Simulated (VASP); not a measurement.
# Ti (I4/mmm) in VASP: further runs, part 2 of 2

VASP 6.6.1. The steps go on from the part before.

## 3. Electric field gradients, LDA (equal xx and yy strain of -2 %)

The input, INCAR:

```
ALGO     = Normal         # electronic algorithm
EDIFF    = 1E-8           # SCF threshold, eV
ENCUT    = 400            # plane-wave cutoff, eV
GGA_COMPAT= F            
ISIF     = 2              # what is computed and relaxed
ISMEAR   = -1             # smearing method
LASPH    = T              # aspherical terms in the spheres
LCHARG   = F              # write CHGCAR
LEFG     = T            
LREAL    = F              # projectors in reciprocal space
LWAVE    = F              # write WAVECAR
NBANDS   = 12             # bands
NELM     = 120            # most SCF steps
PREC     = Accurate       # precision mode
SIGMA    = 0.05           # smearing width, eV
```

The input, KPOINTS:

```
k-points
0
Gamma
  15 15 15
```

The input, POSCAR:

```
Ti
1.0
    0.0000000000      1.9894000000      2.0300000000
    1.9894000000      0.0000000000      2.0300000000
    1.9894000000      1.9894000000      0.0000000000
Ti
1
Direct
    0.0000000000      0.0000000000      0.0000000000
```

Potentials or basis: VASP PAW LDA potentials, release 64 (Ti_sv).

Run with:

```
$ cat potpaw_LDA.64/Ti_sv/POTCAR > POTCAR
$ mpirun -np 1 vasp_std > vasp.out
```

OUTCAR:

```text
EDIFF = 1E-8
   ENCUT = 400
   ISIF = 2
   ISMEAR = -1
   LASPH = T
   LREAL = F
   NELM = 120
   PREC = Accurate

 ion  position               nearest neighbor table
   1  0.000  0.000  0.000-

  LATTYP: Found a body centered tetragonal cell.
 ALAT       =     2.8134364610
 C/A-ratio  =     1.4430750636

  Lattice vectors:

 A1 = (  -1.9894000000,   0.0000000000,   2.0300000000)
 A2 = (   1.9894000000,   0.0000000000,   2.0300000000)
 A3 = (   0.0000000000,   1.9894000000,  -2.0300000000)

Analysis of symmetry for initial positions (statically):
=====================================================================
 Subroutine PRICEL returns:
 Original cell was already a primitive cell.

 Routine SETGRP: Setting up the symmetry group for a
 body centered tetragonal supercell.

 Subroutine GETGRP returns: Found 16 space group operations
 (whereof 16 operations were pure point group operations)
 out of a pool of 16 trial point group operations.

The static configuration has the point symmetry D_4h.

Analysis of symmetry for dynamics (positions and initial velocities):
=====================================================================
 Subroutine PRICEL returns:
 Original cell was already a primitive cell.

 Routine SETGRP: Setting up the symmetry group for a
 body centered tetragonal supercell.

 Subroutine GETGRP returns: Found 16 space group operations
 (whereof 16 operations were pure point group operations)
 out of a pool of 16 trial point group operations.

The dynamic configuration has the point symmetry D_4h.

 Subroutine INISYM returns: Found 16 space group operations
 (whereof 16 operations are pure point group operations),
 and found     1 'primitive' translations

----------------------------------------------------------------------------------------

                                     Primitive cell

  volume of cell :      16.0683

  direct lattice vectors                    reciprocal lattice vectors
     0.000000000  1.989400000  2.030000000    -0.251332060  0.251332060  0.246305419
     1.989400000  0.000000000  2.030000000     0.251332060 -0.251332060  0.246305419
     1.989400000  1.989400000  0.000000000     0.251332060  0.251332060 -0.246305419

  length of vectors
     2.842289985  2.842289985  2.813436461     0.432437242  0.432437242  0.432437242

  position of ions in fractional coordinates (direct lattice)
     0.000000000  0.000000000  0.000000000

  ion indices of the primitive-cell ions
   primitive index   ion index
                 1           1

----------------------------------------------------------------------------------------

 KPOINTS: k-points

Automatic generation of k-mesh.
 Grid dimensions read from file:
 generate k-points for:   15   15   15

 Generating k-lattice:

  Cartesian coordinates                     Fractional coordinates (reciprocal lattice)
    -0.016755471  0.016755471  0.016420361     0.066666667  0.000000000  0.000000000
     0.016755471 -0.016755471  0.016420361     0.000000000  0.066666667  0.000000000
     0.016755471  0.016755471 -0.016420361     0.000000000  0.000000000  0.066666667
[... 72 lines left out ...]
   ISMEAR =    -1;   SIGMA  =   0.05  broadening in eV -4-tet -1-fermi 0-gaus
   EFERMI_NEDOS =   21; number of points for ismear=-14 and -15
   IALGO  =     38    algorithm
   IMIX   =      4    mixing-type and parameters
     AMIX     =   0.40;   BMIX     =  1.00
     AMIX_MAG =   1.60;   BMIX_MAG =  1.00
  volume/ion in A,a.u.               =      16.07       108.43
  Fermi-wavevector in a.u.,A,eV,Ry     =   1.485292  2.806795 30.015706  2.206092
  Thomas-Fermi vector in A             =   2.598722
   LORBIT       =      0    0 simple, 1 ext, 2 COOP (PROOUT), +10 PAW based schemes
   GGA     = CA    functional components
   LHFCALC =     F    Hartree Fock is set to
   AEXX    =    0.0000 exact exchange contribution
   IVDW    =     0    specifies the selected vdW correction
   LEPSILON=     F    determine dielectric tensor
   LRPA    =     F    only Hartree local field effects (RPA)
 non-spin polarized calculation
  energy-cutoff  :      400.00
  volume of cell :       16.07
 maximum number of plane-waves:       304
   NGX =  9   NGY =  9   NGZ =  9

 number of electron      12.0000002 magnetization

 Free energy of the ion-electron system (eV)
  ---------------------------------------------------
  ext. energy  EPLUGINS =         0.00000000
  ---------------------------------------------------
  free energy    TOTEN  =        -8.49812399 eV

  energy without entropy =       -8.48414673  energy(sigma->0) =       -8.49113536

 E-fermi :   8.8453     XC(G=0): -12.1625

 val. band max:        8.8443012159   @ k =   0.2667   0.0667   0.1333
 cond. band min:       8.8477188139   @ k =  -0.4667   0.1333   0.0667
 fundamental gap:      0.0034175980
 Fermi energy:         8.8452533251

 k-point     1 :       0.0000    0.0000    0.0000
  band No.  band energies     occupation
      1     -47.0520      2.00000
      2     -23.1881      2.00000
      3     -23.1818      2.00000
      4     -23.1818      2.00000
      5       2.6840      2.00000
      6       9.6118      0.00000
      7       9.7882      0.00000
      8       9.7882      0.00000
      9      11.4085      0.00000
     10      11.6187      0.00000
     11      24.6214      0.00000
     12      29.0463      0.00000
[... 331 lines left out ...]
 k-point    24 :       0.2000    0.1333    0.0000
  band No.  band energies     occupation
      1     -46.9924      2.00000
      2     -23.4369      2.00000
      3     -23.2548      2.00000
      4     -23.2517      2.00000
      5       3.9509      2.00000
      6       8.8026      1.40270
      7      10.2056      0.00000
      8      10.3568      0.00000
      9      10.7432      0.00000
     10      11.8699      0.00000
     11      25.4068      0.00000
     12      26.0223      0.00000

 [... further k-points ...]

------------------------ aborting loop because EDIFF is reached ----------------------------------------

  FORCE on cell =-STRESS in cart. coord.  units (eV):
  Direction    XX          YY          ZZ          XY          YZ          ZX
  --------------------------------------------------------------------------------------
  -------------------------------------------------------------------------------------
  Total       -0.1007505     -0.1007505     -0.1647584      0.0000000     -0.0000000      0.0000000
  in kB      -10.0458715    -10.0458715    -16.4281234      0.0000000     -0.0000000      0.0000000
  external PRESSURE =     -12.1732888 kB  Pullay stress =       0.0000000 kB

 VOLUME and BASIS-vectors are now :
 -----------------------------------------------------------------------------
  energy-cutoff  :      400.00
  volume of cell :       16.07
      direct lattice vectors                 reciprocal lattice vectors
     0.000000000  1.989400000  2.030000000    -0.251332060  0.251332060  0.246305419
     1.989400000  0.000000000  2.030000000     0.251332060 -0.251332060  0.246305419
     1.989400000  1.989400000  0.000000000     0.251332060  0.251332060 -0.246305419

 POSITION                                       TOTAL-FORCE (eV/Angst)
 -----------------------------------------------------------------------------------
      0.00000      0.00000      0.00000         0.000000     -0.000000      0.000000
 -----------------------------------------------------------------------------------
    total drift:                               -0.000000     -0.000000     -0.000000

  FREE ENERGIE OF THE ION-ELECTRON SYSTEM (eV)
  ---------------------------------------------------
  free  energy   TOTEN  =        -8.4981239907 eV

  energy  without entropy=       -8.4841467321  energy(sigma->0) =       -8.49113536

 Electric field gradients (V/A^2)
---------------------------------------------------------------------
 ion       V_xx      V_yy      V_zz      V_xy      V_xz      V_yz
---------------------------------------------------------------------
   1       1.020     1.020    -2.041     0.002    -0.001    -0.001
---------------------------------------------------------------------

 Electric field gradients after diagonalization (V/A^2)
 (convention: |V_zz| > |V_xx| > |V_yy|)
----------------------------------------------------------------------
 ion       V_xx      V_yy      V_zz     asymmetry (V_yy - V_xx)/ V_zz
----------------------------------------------------------------------
   1       1.022     1.018    -2.041       0.002
----------------------------------------------------------------------

           NMR quadrupolar parameters

 Cq : quadrupolar parameter    Cq=e*Q*V_zz/h
 eta: asymmetry parameters     (V_yy - V_xx)/ V_zz
 Q  : nuclear electric quadrupole moment in mb (millibarn)
----------------------------------------------------------------------
 ion       Cq(MHz)       eta       Q (mb)
----------------------------------------------------------------------
   1      -0.005       0.002       1.000
----------------------------------------------------------------------
```

Wall time 61 s (1 thread of AMD EPYC 7R43 (Zen 3), shared host); peak memory 0.1 GiB.

What came out:

- Free energy: -8.4981 eV
- Pressure: -1.2 GPa
- Band gap on the k mesh: zero (bands 6 and 7 overlap by 1.13 eV)
- Largest electric field gradient by atom: Ti -2.0 V/Å²

Levels at points of the mesh, in eV from the Fermi level:
```
           k point  band 4  band 5  band 6  band 7  band 8  band 9
(0.00, 0.00, 0.00)  -32.03   -6.16    0.77    0.94    0.94    2.56
```

Electric field gradients, principal values (V/Å²):
| atom | least | middle | greatest (by size) |
| --- | --- | --- | --- |
| 1 Ti | 1.018 | 1.022 | -2.041 |

Caveat: the cell differs from its parent crystal (equal xx and yy strain of -2 %); without QUAD_EFG the Cq values of the log hold for a quadrupole moment of 1 mb, not for the nuclei.
